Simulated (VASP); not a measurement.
# Mg (a cell with a defect) in VASP: relaxation of the atoms with PBE

Aim: the relaxation of the atoms of Mg (a cell with a defect) with PBE.

Everything below comes from runs of VASP 6.6.1. Logs are shortened: lines on timing, memory, paths and dates and some standing lists are left out, and cuts for length are marked.

## 1. The cell of the first run

The cell holds a defect, 19 atoms: a = 8.460 Å, b = 8.460 Å, c = 8.460 Å, α = 106.60°, β = 106.60°, γ = 115.38°.

## 2. Relaxation of the atoms, PBE

The input, INCAR:

```
SYSTEM = Mg
ALGO     = Normal         ! electronic algorithm
EDIFF    = 1E-7           ! SCF threshold, eV
EDIFFG   = -0.02          ! ionic threshold
ENCUT    = 520            ! plane-wave cutoff, eV
GGA      = PE             ! functional
GGA_COMPAT= .FALSE.      
IBRION   = 2              ! ionic algorithm
ISIF     = 2              ! what is computed and relaxed
ISMEAR   = 0              ! smearing method
KPAR     = 4            
LASPH    = .TRUE.         ! aspherical terms in the spheres
LCHARG   = .FALSE.        ! write CHGCAR
LREAL    = .FALSE.        ! projectors in reciprocal space
LWAVE    = .FALSE.        ! write WAVECAR
NELM     = 120            ! most SCF steps
NELMIN   = 4            
NSW      = 80             ! ionic steps
PREC     = Accurate       ! precision mode
SIGMA    = 0.1            ! smearing width, eV
```

The input, KPOINTS:

```
k-points
0
G
  4 4 4
  0 0 0
```

The input, POSCAR:

```
Mg
1.0
    4.5221932693      2.2610966347      6.7832899040
    4.5221932693     -2.2610966347     -6.7832899040
   -4.5221932693      6.7832899040     -2.2610966347
Mg
19
Direct
    0.6500000000      0.9500000000      0.1000000000
    0.2500000000      0.7500000000      0.5000000000
    0.1500000000      0.4500000000      0.1000000000
    0.6000000000      0.8000000000      0.4000000000
    0.5000000000      0.5000000000      0.0000000000
    0.9500000000      0.8500000000      0.3000000000
    0.2000000000      0.6000000000      0.8000000000
    0.1000000000      0.3000000000      0.4000000000
    0.5500000000      0.6500000000      0.7000000000
    0.0000000000      0.0000000000      0.0000000000
    0.4500000000      0.3500000000      0.3000000000
    0.9000000000      0.7000000000      0.6000000000
    0.8000000000      0.4000000000      0.2000000000
    0.0500000000      0.1500000000      0.7000000000
    0.4000000000      0.2000000000      0.6000000000
    1.0750000000      0.7250000000      1.0500000000
    0.7500000000      0.2500000000      0.5000000000
    0.3500000000      0.0500000000      0.9000000000
    0.7000000000      0.1000000000      0.8000000000
```

Potentials or basis: VASP PAW PBE potentials, release 64 (Mg).

Run with:

```
> cat potpaw_PBE.64/Mg/POTCAR > POTCAR
> mpirun -np 4 vasp_std > vasp.out
```

OUTCAR:

```text
SYSTEM = Mg
   EDIFF = 1E-7
   EDIFFG = -0.02
   ENCUT = 520
   GGA = PE
   IBRION = 2
   ISIF = 2
   ISMEAR = 0
   LASPH = .TRUE.
   LREAL = .FALSE.
   NELM = 120
   NELMIN = 4
   NSW = 80
   PREC = Accurate

 ion  position               nearest neighbor table
   1  0.650  0.950  0.100-  13 3.20   7 3.20   8 3.20   4 3.20  10 3.20   5 3.20  19 3.20  18 3.20
                            17 3.20   9 3.20   6 3.20
   2  0.250  0.750  0.500-   7 3.20  13 3.20  19 3.20  12 3.20   4 3.20  15 3.20   8 3.20  18 3.20
                             3 3.20   9 3.20   6 3.20  16 3.58
   3  0.150  0.450  0.100-  16 2.77  19 3.20   4 3.20   8 3.20  13 3.20  10 3.20   5 3.20   7 3.20
                             2 3.20  14 3.20  11 3.20
   4  0.600  0.800  0.400-  11 3.20  14 3.20   1 3.20   3 3.20   6 3.20   2 3.20  17 3.20   9 3.20
                            12 3.20   5 3.20  19 3.20
   5  0.500  0.500  0.000-   9 3.20  11 3.20   6 3.20  14 3.20   1 3.20   3 3.20  18 3.20  15 3.20
                             4 3.20  13 3.20   7 3.20
   6  0.950  0.850  0.300-  16 2.77  10 3.20   8 3.20  15 3.20   4 3.20   5 3.20  13 3.20  12 3.20
                             2 3.20   1 3.20  14 3.20
   7  0.200  0.600  0.800-  16 2.77   9 3.20   2 3.20  18 3.20   1 3.20  17 3.20  14 3.20   3 3.20
                             8 3.20   5 3.20  12 3.20
   8  0.100  0.300  0.400-   6 3.20   9 3.20   1 3.20   3 3.20  11 3.20   2 3.20  17 3.20  14 3.20
                            15 3.20  10 3.20   7 3.20  13 3.20
   9  0.550  0.650  0.700-   7 3.20   5 3.20  15 3.20   8 3.20  12 3.20  10 3.20  19 3.20   4 3.20
[... 15 lines left out ...]
  17  0.750  0.250  0.500-  13 3.20  19 3.20   7 3.20  12 3.20   4 3.20  15 3.20   8 3.20   1 3.20
                            11 3.20  14 3.20
  18  0.350  0.050  0.900-   7 3.20  13 3.20  12 3.20  15 3.20  19 3.20   5 3.20  10 3.20   1 3.20
                             2 3.20  11 3.20  14 3.20  16 3.58
  19  0.700  0.100  0.800-  14 3.20  17 3.20   3 3.20  18 3.20   2 3.20   9 3.20   1 3.20  10 3.20
                             4 3.20  15 3.20  13 3.20

  LATTYP: Found a body centered tetragonal cell.
 ALAT       =    10.1119315576
 C/A-ratio  =     0.8944271910

  Lattice vectors:

 A1 = (   4.5221932693,   2.2610966347,   6.7832899040)
 A2 = (   4.5221932693,  -2.2610966347,  -6.7832899040)
 A3 = (  -4.5221932693,   6.7832899040,  -2.2610966347)

Analysis of symmetry for initial positions (statically):
=====================================================================
 Subroutine PRICEL returns:
 Original cell was already a primitive cell.

 Routine SETGRP: Setting up the symmetry group for a
 body centered tetragonal supercell.

 Subroutine GETGRP returns: Found  2 space group operations
 (whereof  1 operations were pure point group operations)
 out of a pool of 16 trial point group operations.

The static configuration has the point symmetry C_1 .
 The point group associated with its full space group is S_2 .

Analysis of symmetry for dynamics (positions and initial velocities):
=====================================================================
 Subroutine PRICEL returns:
 Original cell was already a primitive cell.

 Routine SETGRP: Setting up the symmetry group for a
 body centered tetragonal supercell.

 Subroutine GETGRP returns: Found  2 space group operations
 (whereof  1 operations were pure point group operations)
 out of a pool of 16 trial point group operations.

The dynamic configuration has the point symmetry C_1 .
 The point group associated with its full space group is S_2 .

 Subroutine INISYM returns: Found  2 space group operations
 (whereof  1 operations are pure point group operations),
 and found     1 'primitive' translations

----------------------------------------------------------------------------------------

                                     Primitive cell

  volume of cell :     462.3995

  direct lattice vectors                    reciprocal lattice vectors
     4.522193269  2.261096635  6.783289904     0.110565818  0.088452655  0.044226327
     4.522193269 -2.261096635 -6.783289904     0.110565818  0.044226327 -0.088452655
    -4.522193269  6.783289904 -2.261096635     0.000000000  0.132678982 -0.044226327

  length of vectors
     8.460248925  8.460248925  8.460248925     0.148339612  0.148339612  0.139855927

  position of ions in fractional coordinates (direct lattice)
     0.650000000  0.950000000  0.100000000
     0.250000000  0.750000000  0.500000000
     0.150000000  0.450000000  0.100000000
     0.600000000  0.800000000  0.400000000
     0.500000000  0.500000000  0.000000000
     0.950000000  0.850000000  0.300000000
[... 11 lines left out ...]
     0.350000000  0.050000000  0.900000000
     0.700000000  0.100000000  0.800000000

  ion indices of the primitive-cell ions
   primitive index   ion index
                 1           1
                 2           2
                 3           3
                 4           4
                 5           5
                 6           6
[... 11 lines left out ...]
                18          18
                19          19

----------------------------------------------------------------------------------------

 KPOINTS: k-points

Automatic generation of k-mesh.
 Grid dimensions read from file:
 generate k-points for:    4    4    4

 Generating k-lattice:

  Cartesian coordinates                     Fractional coordinates (reciprocal lattice)
     0.027641455  0.022113164  0.011056582     0.250000000  0.000000000 -0.000000000
     0.027641455  0.011056582 -0.022113164     0.000000000  0.250000000  0.000000000
     0.000000000  0.033169746 -0.011056582     0.000000000 -0.000000000  0.250000000

  Length of vectors
     0.037084903  0.037084903  0.034963982

  Shift w.r.t. Gamma in fractional coordinates (k-lattice)
     0.000000000  0.000000000  0.000000000

 Subroutine IBZKPT returns following result:
 ===========================================

 Found     36 irreducible k-points:

 Following reciprocal coordinates:
            Coordinates               Weight
  0.000000  0.000000  0.000000      1.000000
  0.250000  0.000000  0.000000      2.000000
  0.250000  0.000000 -0.250000      2.000000
  0.000000  0.250000 -0.250000      2.000000
  0.000000  0.250000 -0.000000      2.000000
  0.500000  0.000000  0.000000      1.000000
[... 16 lines left out ...]
  0.000000  0.000000  0.250000      2.000000
  0.500000  0.500000 -0.000000      1.000000
 [... further k-points ...]
   k-points           NKPTS =     36   k-points in BZ     NKDIM =     36   number of bands    NBANDS=     29
   number of dos      NEDOS =    301   number of ions     NIONS =     19
   total plane-waves  NPLWV = 262144
   dimension x,y,z NGX =    64 NGY =   64 NGZ =   64
   dimension x,y,z NGXF=   128 NGYF=  128 NGZF=  128
   ions per type =              19
   NGX,Y,Z   is equivalent  to a cutoff of  12.58, 12.58, 12.58 a.u.
   NGXF,Y,Z  is equivalent  to a cutoff of  25.15, 25.15, 25.15 a.u.
 SYSTEM =  Mg
   PREC   = accura    normal or accurate (medium, high low for compatibility)
   ISTART =      0    job   : 0-new  1-cont  2-samecut
   ICHARG =      2    charge: 1-file 2-atom 10-const
   ISPIN  =      1    spin polarized calculation?
   LNONCOLLINEAR =      F non collinear calculations
   LSORBIT =      F    spin-orbit coupling
   LASPH  =      T    aspherical Exc in radial PAW
   ENCUT  =  520.0 eV  38.22 Ry    6.18 a.u.  15.73 15.73 15.73*2*pi/ulx,y,z
   NELM   =    120;   NELMIN=  4; NELMDL= -5     # of ELM steps
   EDIFF  = 0.1E-06   stopping-criterion for ELM
   LREAL  =      F    real-space projection
   EDIFFG = -.2E-01   stopping-criterion for IOM
   NSW    =     80    number of steps for IOM
   IBRION =      2    ionic relax: 0-MD 1-quasi-New 2-CG
   NFREE  =      1    steps in history (QN), initial steepest desc. (CG)
   ISIF   =      2    stress and relaxation
   ISYM   =      2    0-nonsym 1-usesym 2-fastsym
   POTIM  = 0.5000    time-step for ionic-motion
   TEBEG  =    0.0;   TEEND  =   0.0 temperature during run
   PSTRESS=    0.0 pullay stress
   NELECT =      38.0000    total number of electrons
   NUPDOWN=      -1.0000    fix difference up-down
   EMIN   =  10.00;   EMAX   =-10.00  energy-range for DOS
   EFERMI =   0.00;   METHOD = LEGACY
   ISMEAR =     0;   SIGMA  =   0.10  broadening in eV -4-tet -1-fermi 0-gaus
   EFERMI_NEDOS =   21; number of points for ismear=-14 and -15
   IALGO  =     38    algorithm
   IMIX   =      4    mixing-type and parameters
     AMIX     =   0.40;   BMIX     =  1.00
     AMIX_MAG =   1.60;   BMIX_MAG =  1.00
  volume/ion in A,a.u.               =      24.34       164.23
  Fermi-wavevector in a.u.,A,eV,Ry     =   0.711755  1.345021  6.892637  0.506595
  Thomas-Fermi vector in A             =   1.798950
   LORBIT       =      0    0 simple, 1 ext, 2 COOP (PROOUT), +10 PAW based schemes
   GGA     = PE    functional components
   LHFCALC =     F    Hartree Fock is set to
   AEXX    =    0.0000 exact exchange contribution
   IVDW    =     0    specifies the selected vdW correction
   LEPSILON=     F    determine dielectric tensor
   LRPA    =     F    only Hartree local field effects (RPA)
 conjugate gradient relaxation of ions
 non-spin polarized calculation
 Gauss-broadening in eV      SIGMA  =   0.10
  energy-cutoff  :      520.00
  volume of cell :      462.40
 maximum number of plane-waves:     12495
 NGX is ok and might be reduce to    64
   NGX = 31   NGY = 31   NGZ = 31

--------------------------------------- Ionic step        1  -------------------------------------------

 number of electron      38.0000000 magnetization

 Free energy of the ion-electron system (eV)
  ---------------------------------------------------
  ext. energy  EPLUGINS =         0.00000000
  ---------------------------------------------------
  free energy    TOTEN  =       -26.77167320 eV

  energy without entropy =      -26.72010679  energy(sigma->0) =      -26.74589000

------------------------ aborting loop because EDIFF is reached ----------------------------------------

  FORCE on cell =-STRESS in cart. coord.  units (eV):
  Direction    XX          YY          ZZ          XY          YZ          ZX
  --------------------------------------------------------------------------------------
  -------------------------------------------------------------------------------------
  Total       -2.3188761     -1.8723121      3.4028664     -0.9048939      0.0995795     -0.0651321
  in kB       -8.0347202     -6.4874119     11.7906600     -3.1353851      0.3450350     -0.2256774
  external PRESSURE =      -0.9104907 kB  Pullay stress =       0.0000000 kB
[... 140 lines left out ...]
  FREE ENERGIE OF THE ION-ELECTRON SYSTEM (eV)
  ---------------------------------------------------
  free  energy   TOTEN  =       -26.9697753967 eV

  energy  without entropy=      -26.9171027479  energy(sigma->0) =      -26.94343907

[... ionic steps 4 to 7 ...]

--------------------------------------- Ionic step        8  -------------------------------------------

 number of electron      38.0000000 magnetization

------------------------ aborting loop because EDIFF is reached ----------------------------------------
[... 101 lines left out ...]
--------------------------------------- Ionic step       10  -------------------------------------------

 number of electron      38.0000000 magnetization

 Free energy of the ion-electron system (eV)
  ---------------------------------------------------
  ext. energy  EPLUGINS =         0.00000000
  ---------------------------------------------------
  free energy    TOTEN  =       -27.02943857 eV

  energy without entropy =      -26.97882424  energy(sigma->0) =      -27.00413141

 E-fermi :   2.2967     XC(G=0):  -8.2862

 val. band max:        2.2894549684   @ k =   0.5000   0.2500  -0.0000
 cond. band min:       2.2977850424   @ k =   0.2500   0.0000   0.0000
 fundamental gap:      0.0083300740
 Fermi energy:         2.2967425039

 k-point     1 :       0.0000    0.0000    0.0000
  band No.  band energies     occupation
      1      -4.4108      2.00000
      2      -1.6124      2.00000
      3      -1.5765      2.00000
      4      -1.5374      2.00000
      5      -1.5374      2.00000
      6      -1.3277      2.00000
[... 757 lines left out ...]
     28       4.0252      0.00000
     29       4.7992      0.00000

 [... further k-points ...]
[... 5 lines left out ...]
  --------------------------------------------------------------------------------------
  -------------------------------------------------------------------------------------
  Total       -2.8286679     -1.5726813      1.3818838     -0.0915811     -0.0750855     -0.1388161
  in kB       -9.8011081     -5.4492150      4.7881171     -0.3173211     -0.2601653     -0.4809868
  external PRESSURE =      -3.4874020 kB  Pullay stress =       0.0000000 kB
[... 34 lines left out ...]
  FREE ENERGIE OF THE ION-ELECTRON SYSTEM (eV)
  ---------------------------------------------------
  free  energy   TOTEN  =       -27.0294385728 eV

  energy  without entropy=      -26.9788242377  energy(sigma->0) =      -27.00413141

 reached required accuracy - stopping structural energy minimisation
```

It took 11 min on 4 MPI ranks of AMD EPYC 9R45 (Zen 5), shared host; peak memory 0.84 GiB.

What came out:

```yaml
Free_energy: -27.0294 eV
Energy_gained_by_relaxing: 13.6 meV/atom
Ionic_steps: 10
Pressure_after_relaxing: -0.3 GPa
Largest_force_after_relaxing: 0.019 eV/Å
Band_gap_on_the_k_mesh: zero (band 19 reaches 3.24 eV, above the bottom of band 20 at 2.00 eV)
```

Forces on the atoms (eV/Å):
```
Mg  -0.011  0.010 -0.008
Mg   0.009  0.016  0.005
Mg   0.018  0.001 -0.001
Mg  -0.001  0.015  0.012
Mg   0.011 -0.010  0.008
Mg   0.004  0.000 -0.006
Mg  -0.004  0.000  0.006
Mg   0.008  0.009 -0.010
Mg   0.001 -0.015 -0.012
Mg  -0.018 -0.001  0.001
Mg   0.009  0.002  0.008
Mg  -0.009 -0.016 -0.005
Mg  -0.009  0.007  0.009
Mg  -0.008 -0.009  0.010
Mg   0.004 -0.017  0.004
Mg   0.000  0.000  0.000
Mg  -0.004  0.017 -0.004
Mg   0.009 -0.007 -0.009
Mg  -0.009 -0.002 -0.008
```

Stress tensor (GPa, compression positive):
```
-0.98 -0.03 -0.05
-0.03 -0.54 -0.03
-0.05 -0.03  0.48
```

Step by step:
| step | energy change (eV) | largest force (eV/Å) | pressure (GPa) |
| --- | --- | --- | --- |
| 1 | 0.0000 | 0.6240 | -0.09 |
| 2 | -0.0738 | 0.4980 | -0.15 |
| 3 | -0.1981 | 0.1531 | -0.24 |
| 4 | -0.2076 | 0.1676 | -0.25 |
| 5 | -0.2241 | 0.1223 | -0.27 |
| 6 | -0.2480 | 0.0701 | -0.33 |
| 7 | -0.2483 | 0.0813 | -0.33 |
| 8 | -0.2534 | 0.0463 | -0.34 |
| 9 | -0.2560 | 0.0378 | -0.35 |
| 10 | -0.2578 | 0.0192 | -0.35 |

Final structure:
```
Mg
1.0
     4.52219    2.26110    6.78329
     4.52219   -2.26110   -6.78329
    -4.52219    6.78329   -2.26110
Mg
19
Direct
  0.63658 0.94852 0.09938
  0.24427 0.75126 0.48633
  0.16227 0.43884 0.09965
  0.59199 0.79979 0.39919
  0.51342 0.50148 0.00062
  0.93825 0.85938 0.31389
  0.21175 0.59062 0.78611
  0.10088 0.30038 0.39744
  0.55801 0.65021 0.70081
  0.98773 0.01116 0.00035
  0.45320 0.34111 0.30073
  0.90573 0.69874 0.61367
  0.80564 0.40571 0.19661
  0.04913 0.14962 0.70256
  0.39840 0.19851 0.59808
  0.07500 0.72500 0.05000
  0.75160 0.25149 0.50192
  0.34436 0.04429 0.90338
  0.69680 0.10889 0.79927
```
